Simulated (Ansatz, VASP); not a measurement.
**C in VASP and in Ansatz**

INCAR

```
  PREC = Accurate
  ENCUT = 520
  EDIFF = 1E-7
  ISMEAR = 0
  SIGMA = 0.05
  LREAL = False
  LASPH = True
  NELM = 80
  ALGO = Normal
  ISIF = 2
  LWAVE = False
  LCHARG = True
  GGA = PE
  IVDW = 12
  LELF = True
  LVHAR = True
  NBANDS = 11
```

KPOINTS

```
regular mesh
0
Gamma
  15 15 15
```

The input POSCAR:

```
C
1.0
    1.2324809262      0.7115731945      3.3609366220
   -1.2324809262      0.7115731945      3.3609366220
    0.0000000000     -1.4231463891      3.3609366220
C
2
Direct
    0.1653979715      0.1653979715      0.1548579455
    0.8346020285      0.8346020285      0.8451420545
```

Input for Ansatz:

```yaml
crystal:
  lattice:
    - [1.2324809262, 0.7115731945, 3.360936622]
    - [-1.2324809262, 0.7115731945, 3.360936622]
    - [0.0, -1.4231463891, 3.360936622]
  atoms:
    - { symbol: C, position: [0.1653979715, 0.1653979715, 0.1548579455] }
    - { symbol: C, position: [0.8346020285, 0.8346020285, 0.8451420545] }
basis:
  ecutwfc: 520.0
kpoints:
  mp_grid: { grid: [15, 15, 15] }
hamiltonian:
  xc: pbe
  pseudopotentials: { kind: paw, azcp: { folder: soft_1 } }
  dispersion: d3bj
scf:
  occupations: { method: gaussian, width: 0.05 }
output:
  forces: true
  stress: true
  eigenvalues: true
```

Change from the starting cell: mode 4 frozen in at -0.048 Å and mode 6 at +0.015 Å (largest displacements).

Alike in both runs: task single point; functional PBE; dispersion D3(BJ); k mesh 15 × 15 × 15; occupations gaussian, width 0.05 eV; no spin polarisation.

```csv
,VASP,Ansatz
version,VASP 6.6.1,Ansatz 0.2.0
potentials or method,"VASP PAW PBE potentials, release 64 (C), cutoff 520 eV","scalar-relativistic, plane waves, PAW"
valence electrons in the cell,8,8
```

|  | VASP | Ansatz | Ansatz less VASP |
| --- | --- | --- | --- |
| gap on the k mesh at the Fermi level (eV) | 0.48 | 0.48 | -0.001 |
| least direct gap on the mesh (eV) | 0.48 | 0.48 | -0.001 |
| pressure (GPa) | 0.3 | -0.2 | -0.45 |
| traceless stress, the component that is largest in VASP (GPa) | 3.94 | 3.62 | -0.317 |
| rms of the force components (eV/Å) | 1.265 | 1.266 | +0.0014 |

Atom by atom the forces differ by 0.004 eV/Å (rms over components).
